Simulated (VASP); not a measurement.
# KF in VASP: a series of runs

Runs on KF. Level: PBE. Tasks: single point, relaxation of cell and atoms.

Program: VASP 6.6.1. These are calculated values, not measurements. Logs are shortened: lines on timing, memory, paths and dates and some standing lists are left out, and cuts for length are marked.

## (1) The cell of the first run

The structure is cubic, space group Fm-3m (No. 225). Conventional cell: a = 5.527 Å, b = 5.527 Å, c = 5.527 Å, α = 90.00°, β = 90.00°, γ = 90.00°. Within 3.6 Å of K (site symmetry m-3m) lie 6 F at 2.76 Å. Within 3.6 Å of F (site symmetry m-3m) lie 6 K at 2.76 Å.

## (2) Single point, PBE (volume scaled by 1.06)

The input, INCAR:

```
PREC = Accurate ; ENCUT = 520
EDIFF = 1E-6 ; ISMEAR = 0
SIGMA = 0.02 ; LREAL = F
LASPH = T ; NELM = 80
ALGO = Normal ; ISIF = 2
LWAVE = F ; LCHARG = F
GGA = PE ; NBANDS = 15
```

The input, KPOINTS:

```
regular mesh
0
Gamma
  8 8 8
```

The input, POSCAR:

```
KF
1.0
    0.0000000000      2.7635275813      2.7635275813
    2.7635275813      0.0000000000      2.7635275813
    2.7635275813      2.7635275813      0.0000000000
K F
1 1
Direct
    0.5000000000      0.5000000000      0.5000000000
    0.0000000000      0.0000000000      0.0000000000
```

Potentials or basis: VASP PAW PBE potentials, release 64 (K_sv, F).

Command:

```
> cat potpaw_PBE.64/K_sv/POTCAR potpaw_PBE.64/F/POTCAR > POTCAR
> mpirun -np 1 vasp_std > vasp.out
```

OUTCAR:

```text
PREC = Accurate
   ENCUT = 520
   EDIFF = 1E-6
   ISMEAR = 0
   LREAL = F
   LASPH = T
   NELM = 80
   ISIF = 2
   GGA = PE

 ion  position               nearest neighbor table
   1  0.500  0.500  0.500-   2 2.76   2 2.76   2 2.76   2 2.76   2 2.76   2 2.76
   2  0.000  0.000  0.000-   1 2.76   1 2.76   1 2.76   1 2.76   1 2.76   1 2.76

  LATTYP: Found a face centered cubic cell.
 ALAT       =     5.5270551626

  Lattice vectors:

 A1 = (   0.0000000000,   2.7635275813,   2.7635275813)
 A2 = (   2.7635275813,   0.0000000000,   2.7635275813)
 A3 = (   2.7635275813,   2.7635275813,   0.0000000000)

Analysis of symmetry for initial positions (statically):
=====================================================================
 Subroutine PRICEL returns:
 Original cell was already a primitive cell.

 Routine SETGRP: Setting up the symmetry group for a
 face centered cubic supercell.

 Subroutine GETGRP returns: Found 48 space group operations
 (whereof 48 operations were pure point group operations)
 out of a pool of 48 trial point group operations.

The static configuration has the point symmetry O_h .

Analysis of symmetry for dynamics (positions and initial velocities):
=====================================================================
 Subroutine PRICEL returns:
 Original cell was already a primitive cell.

 Routine SETGRP: Setting up the symmetry group for a
 face centered cubic supercell.

 Subroutine GETGRP returns: Found 48 space group operations
 (whereof 48 operations were pure point group operations)
 out of a pool of 48 trial point group operations.

The dynamic configuration has the point symmetry O_h .

 Subroutine INISYM returns: Found 48 space group operations
 (whereof 48 operations are pure point group operations),
 and found     1 'primitive' translations

----------------------------------------------------------------------------------------

                                     Primitive cell

  volume of cell :      42.2106

  direct lattice vectors                    reciprocal lattice vectors
     0.000000000  2.763527581  2.763527581    -0.180928174  0.180928174  0.180928174
     2.763527581  0.000000000  2.763527581     0.180928174 -0.180928174  0.180928174
     2.763527581  2.763527581  0.000000000     0.180928174  0.180928174 -0.180928174

  length of vectors
     3.908218185  3.908218185  3.908218185     0.313376790  0.313376790  0.313376790

  position of ions in fractional coordinates (direct lattice)
     0.500000000  0.500000000  0.500000000
     0.000000000  0.000000000  0.000000000

[... 82 lines left out ...]
   ISIF   =      2    stress and relaxation
   ISYM   =      2    0-nonsym 1-usesym 2-fastsym
   POTIM  = 0.5000    time-step for ionic-motion
   TEBEG  =    0.0;   TEEND  =   0.0 temperature during run
   PSTRESS=    0.0 pullay stress
   NELECT =      16.0000    total number of electrons
   NUPDOWN=      -1.0000    fix difference up-down
   EMIN   =  10.00;   EMAX   =-10.00  energy-range for DOS
   EFERMI =   0.00;   METHOD = LEGACY
   ISMEAR =     0;   SIGMA  =   0.02  broadening in eV -4-tet -1-fermi 0-gaus
   EFERMI_NEDOS =   21; number of points for ismear=-14 and -15
   IALGO  =     38    algorithm
   IMIX   =      4    mixing-type and parameters
     AMIX     =   0.40;   BMIX     =  1.00
     AMIX_MAG =   1.60;   BMIX_MAG =  1.00
  volume/ion in A,a.u.               =      21.11       142.43
  Fermi-wavevector in a.u.,A,eV,Ry     =   1.184789  2.238927 19.098839  1.403725
  Thomas-Fermi vector in A             =   2.320996
   LORBIT       =      0    0 simple, 1 ext, 2 COOP (PROOUT), +10 PAW based schemes
   GGA     = PE    functional components
   LHFCALC =     F    Hartree Fock is set to
   AEXX    =    0.0000 exact exchange contribution
   IVDW    =     0    specifies the selected vdW correction
   LEPSILON=     F    determine dielectric tensor
   LRPA    =     F    only Hartree local field effects (RPA)
 non-spin polarized calculation
 Gauss-broadening in eV      SIGMA  =   0.02
  energy-cutoff  :      520.00
  volume of cell :       42.21
 maximum number of plane-waves:      1158
 NGX is ok and might be reduce to    30

 number of electron      15.9999998 magnetization

 Free energy of the ion-electron system (eV)
  ---------------------------------------------------
  ext. energy  EPLUGINS =         0.00000000
  ---------------------------------------------------
  free energy    TOTEN  =        -8.29035913 eV

  energy without entropy =       -8.29035913  energy(sigma->0) =       -8.29035913

 E-fermi :  -2.8300     XC(G=0):  -7.9561

 val. band max:       -3.0498347804   @ k =   0.0000   0.0000   0.0000
 cond. band min:       2.6153754300   @ k =   0.0000   0.0000   0.0000
 fundamental gap:      5.6652102104
 Fermi energy:        -2.8300377773

 k-point     1 :       0.0000    0.0000    0.0000
  band No.  band energies     occupation
      1     -29.4850      2.00000
      2     -21.6531      2.00000
      3     -12.7971      2.00000
      4     -12.7971      2.00000
      5     -12.7971      2.00000
      6      -3.0498      2.00000
      7      -3.0498      2.00000
      8      -3.0498      2.00000
      9       2.6154      0.00000
     10       7.3366      0.00000
     11       7.3366      0.00000
     12       7.3366      0.00000
     13       8.8792      0.00000
     14       8.8792      0.00000
[... 401 lines left out ...]
      2     -21.6841      2.00000
      3     -13.0395      2.00000
      4     -12.9535      2.00000
      5     -12.8555      2.00000
      6      -3.5520      2.00000
      7      -3.2835      2.00000
      8      -3.2782      2.00000
      9       5.9381      0.00000
     10       6.5395      0.00000
     11       8.0702      0.00000
     12       9.1351      0.00000
     13      10.2584      0.00000
     14      11.1713      0.00000
     15      11.2183      0.00000

 [... further k-points ...]
[... 5 lines left out ...]
  --------------------------------------------------------------------------------------
  -------------------------------------------------------------------------------------
  Total       -0.3917783     -0.3917783     -0.3917783      0.0000000      0.0000000      0.0000000
  in kB      -14.8706347    -14.8706347    -14.8706347      0.0000000      0.0000000      0.0000000
  external PRESSURE =     -14.8706347 kB  Pullay stress =       0.0000000 kB

 VOLUME and BASIS-vectors are now :
 -----------------------------------------------------------------------------
  energy-cutoff  :      520.00
  volume of cell :       42.21
      direct lattice vectors                 reciprocal lattice vectors
     0.000000000  2.763527581  2.763527581    -0.180928174  0.180928174  0.180928174
     2.763527581  0.000000000  2.763527581     0.180928174 -0.180928174  0.180928174
     2.763527581  2.763527581  0.000000000     0.180928174  0.180928174 -0.180928174

 POSITION                                       TOTAL-FORCE (eV/Angst)
 -----------------------------------------------------------------------------------
      2.76353      2.76353      2.76353        -0.000000     -0.000000     -0.000000
      0.00000      0.00000      0.00000         0.000000      0.000000      0.000000
 -----------------------------------------------------------------------------------
    total drift:                                0.000000      0.000000      0.000000

  FREE ENERGIE OF THE ION-ELECTRON SYSTEM (eV)
  ---------------------------------------------------
  free  energy   TOTEN  =        -8.2903591345 eV

  energy  without entropy=       -8.2903591345  energy(sigma->0) =       -8.29035913
```

It took 12 s on 1 thread of AMD EPYC 9R45 (Zen 5), shared host; peak memory 0.14 GiB.

What came out:

| Item | Value |
| --- | --- |
| Free energy | -8.2904 eV |
| Pressure | -1.5 GPa |
| Band gap on the k mesh | 5.67 eV, direct |

Caveat: the cell differs from its parent crystal (volume scaled by 1.06). A k mesh can miss the band edges.

## (3) Single point, PBE (volume scaled by 1.10)

The input, INCAR:

```
  PREC = Accurate
  ENCUT = 520
  EDIFF = 1E-6
  ISMEAR = 0
  SIGMA = 0.02
  LREAL = F
  LASPH = T
  NELM = 60
  ALGO = Normal
  ISIF = 2
  LWAVE = F
  LCHARG = T
  GGA = PE
  LELF = T
  LVHAR = T
  NBANDS = 15
```

The input, KPOINTS:

```
Automatic mesh
0
Gamma
  8 8 8
```

The input, POSCAR:

```
KF
1.0
    0.0000000000      2.7978606270      2.7978606270
    2.7978606270      0.0000000000      2.7978606270
    2.7978606270      2.7978606270      0.0000000000
K F
1 1
Direct
    0.5000000000      0.5000000000      0.5000000000
    0.0000000000      0.0000000000      0.0000000000
```

Potentials or basis: VASP PAW PBE potentials, release 64 (K_sv, F).

Command:

```
> cat potpaw_PBE.64/K_sv/POTCAR potpaw_PBE.64/F/POTCAR > POTCAR
> mpirun -np 1 vasp_std > vasp.out
```

OUTCAR:

```text
PREC = Accurate
   ENCUT = 520
   EDIFF = 1E-6
   ISMEAR = 0
   LREAL = F
   LASPH = T
   NELM = 60
   ISIF = 2
   GGA = PE

 ion  position               nearest neighbor table
   1  0.500  0.500  0.500-   2 2.80   2 2.80   2 2.80   2 2.80   2 2.80   2 2.80
   2  0.000  0.000  0.000-   1 2.80   1 2.80   1 2.80   1 2.80   1 2.80   1 2.80

  LATTYP: Found a face centered cubic cell.
 ALAT       =     5.5957212540

  Lattice vectors:

 A1 = (   0.0000000000,   2.7978606270,   2.7978606270)
 A2 = (   2.7978606270,   0.0000000000,   2.7978606270)
[... 610 lines left out ...]
     11       7.7985      0.00000
     12       8.8638      0.00000
     13       9.9379      0.00000
     14      10.7967      0.00000
     15      10.8120      0.00000

 [... further k-points ...]
[... 5 lines left out ...]
  --------------------------------------------------------------------------------------
  -------------------------------------------------------------------------------------
  Total       -0.6106055     -0.6106055     -0.6106055      0.0000000     -0.0000000      0.0000000
  in kB      -22.3338221    -22.3338221    -22.3338221      0.0000000     -0.0000000      0.0000000
  external PRESSURE =     -22.3338221 kB  Pullay stress =       0.0000000 kB

 VOLUME and BASIS-vectors are now :
 -----------------------------------------------------------------------------
  energy-cutoff  :      520.00
  volume of cell :       43.80
      direct lattice vectors                 reciprocal lattice vectors
     0.000000000  2.797860627  2.797860627    -0.178707973  0.178707973  0.178707973
     2.797860627  0.000000000  2.797860627     0.178707973 -0.178707973  0.178707973
     2.797860627  2.797860627  0.000000000     0.178707973  0.178707973 -0.178707973

 POSITION                                       TOTAL-FORCE (eV/Angst)
 -----------------------------------------------------------------------------------
      2.79786      2.79786      2.79786        -0.000000      0.000000     -0.000000
      0.00000      0.00000      0.00000         0.000000     -0.000000      0.000000
 -----------------------------------------------------------------------------------
    total drift:                                0.000000      0.000000      0.000000

  FREE ENERGIE OF THE ION-ELECTRON SYSTEM (eV)
  ---------------------------------------------------
  free  energy   TOTEN  =        -8.2734594223 eV

  energy  without entropy=       -8.2734594223  energy(sigma->0) =       -8.27345942
```

OSZICAR:

```text
N       E                     dE             d eps       ncg     rms          rms(c)
DAV:   1     0.993193748918E+02    0.99319E+02   -0.73932E+03   870   0.971E+02
DAV:   2    -0.445104062030E+01   -0.10377E+03   -0.95145E+02  1161   0.268E+02
DAV:   3    -0.947375017978E+01   -0.50227E+01   -0.49948E+01  1442   0.491E+01
DAV:   4    -0.958969139835E+01   -0.11594E+00   -0.11594E+00   989   0.520E+00
DAV:   5    -0.959181657807E+01   -0.21252E-02   -0.21252E-02  1259   0.519E-01    0.622E+00
DAV:   6    -0.831607638960E+01    0.12757E+01   -0.37993E+00   919   0.137E+01    0.340E+00
DAV:   7    -0.827832035870E+01    0.37756E-01   -0.67957E-02  1052   0.219E+00    0.188E+00
DAV:   8    -0.827079571147E+01    0.75246E-02   -0.59419E-02  1017   0.231E+00    0.205E-01
DAV:   9    -0.827262723080E+01   -0.18315E-02   -0.35670E-03  1010   0.499E-01    0.119E-01
DAV:  10    -0.827331078624E+01   -0.68356E-03   -0.48075E-04   940   0.180E-01    0.701E-02
DAV:  11    -0.827345735576E+01   -0.14657E-03   -0.13522E-04   933   0.934E-02    0.168E-02
DAV:  12    -0.827345898782E+01   -0.16321E-05   -0.98429E-06  1038   0.292E-02    0.377E-03
DAV:  13    -0.827345942230E+01   -0.43448E-06   -0.20263E-06   939   0.121E-02
   1 F= -.82734594E+01 E0= -.82734594E+01  d E =-.301171E-46
```

Wall time 12 s (1 thread of AMD EPYC 9R45 (Zen 5), shared host); peak memory 0.14 GiB.

What came out:

* Free energy: -8.2735 eV
* Pressure: -2.2 GPa
* Band gap on the k mesh: 5.50 eV, direct

Levels at points of the mesh, in eV from the valence-band top:
```
           k point  band 4  band 5  band 6  band 7  band 8  band 9  band 10  band 11  band 12  band 13
(0.00, 0.00, 0.00)   -9.88   -9.88    0.00    0.00    0.00    5.50    10.27    10.27    10.27    11.77
(0.50, 0.00, 0.00)   -9.91   -9.91   -0.65   -0.25   -0.25    8.48     9.62    11.42    11.42    13.41
(0.50, 0.50, 0.00)  -10.02  -10.02   -0.26   -0.08   -0.08    8.05     9.55    10.75    12.87    13.38
```

Caveat: the cell differs from its parent crystal (volume scaled by 1.10).

## (4) Relaxation of cell and atoms, PBE

This run uses another cell than the first one, of 19.87 Å³/atom, 0.942 times its volume.

The input, INCAR:

```
SYSTEM = KF
ALGO = Normal
EDIFF = 1E-7
EDIFFG = -0.01
ENCUT = 600
GGA = PE
IBRION = 2
ISIF = 3
ISMEAR = 0
LASPH = .True.
LCHARG = .False.
LREAL = .False.
LWAVE = .False.
NELM = 60
NSW = 100
PREC = Accurate
SIGMA = 0.02
```

The input, KPOINTS:

```
k-points
0
Gamma
  8 8 8
  0 0 0
```

The input, POSCAR:

```
KF
1.0
    0.0000000000      2.7086100513      2.7086100513
    2.7086100513      0.0000000000      2.7086100513
    2.7086100513      2.7086100513      0.0000000000
K F
1 1
Direct
    0.5000000000      0.5000000000      0.5000000000
    0.0000000000      0.0000000000      0.0000000000
```

Command:

```
> cat potpaw_PBE.64/K_sv/POTCAR potpaw_PBE.64/F/POTCAR > POTCAR
> mpirun -np 1 vasp_std > vasp.out
```

Run time: 12 s. Hardware: 1 thread of AMD EPYC 9R45 (Zen 5), shared host; peak memory 0.14 GiB.

The run converged. Its results:

```
Free energy             : -8.3010 eV
Pressure after relaxing : 0.0 GPa
Band gap on the k mesh  : 5.96 eV, direct
```

Final structure:
```
K F
1.0
     0.00000    2.70861    2.70861
     2.70861    0.00000    2.70861
     2.70861    2.70861    0.00000
K F
1 1
Direct
  0.50000 0.50000 0.50000
  0.00000 0.00000 0.00000
```

Levels at points of the mesh, in eV from the valence-band top:
| k point | band 5 | band 6 | band 7 | band 8 | band 9 | band 10 | band 11 | band 12 |
| --- | --- | --- | --- | --- | --- | --- | --- | --- |
| (0.00, 0.00, 0.00) | -9.53 | 0.00 | 0.00 | 0.00 | 5.96 | 10.57 | 10.57 | 10.57 |
| (0.50, 0.00, 0.00) | -9.57 | -0.75 | -0.31 | -0.31 | 8.90 | 10.30 | 11.88 | 11.88 |
| (0.50, 0.50, 0.00) | -9.72 | -0.23 | -0.06 | -0.06 | 8.16 | 10.08 | 11.49 | 13.39 |

Caveat: the relaxation stopped at its first step, so nothing moved. As with any semilocal functional, this PBE gap is likely too small.

## (5) Single point, PBE

This run uses another cell than the first one: it holds 4 atoms, not 2.

The input, INCAR:

```
SYSTEM = KF
ALGO     = Normal         ! electronic algorithm
EDIFF    = 1E-6           ! SCF threshold, eV
ENCUT    = 520            ! plane-wave cutoff, eV
GGA      = PE             ! functional
ISIF     = 2              ! what is computed and relaxed
ISMEAR   = 0              ! smearing method
LASPH    = .TRUE.         ! aspherical terms in the spheres
LCHARG   = .TRUE.         ! write CHGCAR
LELF     = .TRUE.         ! ELF
LREAL    = .FALSE.        ! projectors in reciprocal space
LVHAR    = .TRUE.       
LWAVE    = .FALSE.        ! write WAVECAR
NBANDS   = 24             ! bands
NELM     = 100            ! most SCF steps
PREC     = Accurate       ! precision mode
SIGMA    = 0.1            ! smearing width, eV
```

The input, KPOINTS:

```
k-points
0
G
  6 6 4
  0 0 0
```

The input, POSCAR:

```
KF
1.0
    3.3197445750     -1.9112373194     -0.0074623175
    3.3197445750      1.9112373194     -0.0074623175
   -2.2194732440      0.0000000000      6.2689187177
K F
2 2
Direct
    0.5000000000      0.0000000000      0.0000000000
    0.0000000000      0.5000000000      0.5000000000
    0.7500841288      0.2499158712      0.7500000000
    0.2499158712      0.7500841288      0.2500000000
```

Command:

```
> cat potpaw_PBE.64/K_sv/POTCAR potpaw_PBE.64/F/POTCAR > POTCAR
> mpirun -np 1 vasp_std > vasp.out
```

It took 56 s on 1 thread of AMD EPYC 9R45 (Zen 5), shared host; peak memory 0.19 GiB.

Results (log left out):

| Item | Value |
| --- | --- |
| Free energy | -16.5984 eV |
| Pressure | 0.1 GPa |
| Band gap on the k mesh | 5.95 eV |

Stress tensor (GPa, compression positive):
```
0.02 0.00 0.08
0.00 0.15 0.00
0.08 0.00 0.03
```

Levels at points of the mesh, in eV from the valence-band top:
| k point | band 12 | band 13 | band 14 | band 15 | band 16 | band 17 | band 18 | band 19 | band 20 | band 21 |
| --- | --- | --- | --- | --- | --- | --- | --- | --- | --- | --- |
| (0.00, 0.00, 0.00) | -0.31 | -0.31 | -0.01 | 0.00 | 0.00 | 5.95 | 8.89 | 10.29 | 10.54 | 10.56 |
| (0.50, 0.00, 0.00) | -0.44 | -0.24 | -0.24 | -0.19 | -0.19 | 8.97 | 8.97 | 9.68 | 9.68 | 11.46 |
| (0.50, 0.50, 0.00) | -0.32 | -0.32 | -0.24 | -0.07 | -0.06 | 8.17 | 8.89 | 10.07 | 10.30 | 11.46 |
| (0.00, 0.00, 0.50) | -0.42 | -0.16 | -0.16 | -0.16 | -0.16 | 7.42 | 7.42 | 9.96 | 9.96 | 11.25 |
| (0.50, 0.00, 0.50) | -0.32 | -0.32 | -0.23 | -0.07 | -0.07 | 8.16 | 8.90 | 10.07 | 10.30 | 11.50 |
| (0.50, 0.50, 0.50) | -0.44 | -0.24 | -0.24 | -0.19 | -0.19 | 8.99 | 8.99 | 9.68 | 9.68 | 11.44 |

A k mesh can miss the band edges. A hybrid or GW would open this gap; PBE tends to underestimate it.

## (6) The runs side by side

| task | cell | k mesh | cutoff (eV) | smearing | gap on the mesh (eV) | pressure (GPa) |
| --- | --- | --- | --- | --- | --- | --- |
| single point | a = 3.908 Å, angles 60.0°, 2 atoms | 8 × 8 × 8 | 520 | gaussian 0.02 eV | 5.67 | -1.5 |
| single point | a = 3.957 Å, angles 60.0°, 2 atoms | 8 × 8 × 8 | 520 | gaussian 0.02 eV | 5.50 | -2.2 |
| relaxation of cell and atoms | relaxed from a = 3.831 Å, angles 60.0°, 2 atoms | 8 × 8 × 8 | 600 | gaussian 0.02 eV | 5.96 | 0.0 |
| single point | a = 3.831, b = 3.831, c = 6.650 Å, angles 106.9, 106.9, 59.9°, 4 atoms | 6 × 6 × 4 | 520 | gaussian 0.1 eV | 5.95 | 0.1 |

Alike in all rows: level PBE; potentials or basis VASP PAW PBE potentials, release 64 (K_sv, F); no spin polarisation.

Caveats: the relaxation stopped at its first step, so nothing moved (some runs).

Total energies depend on the potentials used, so only differences within one code and one set of settings carry meaning.
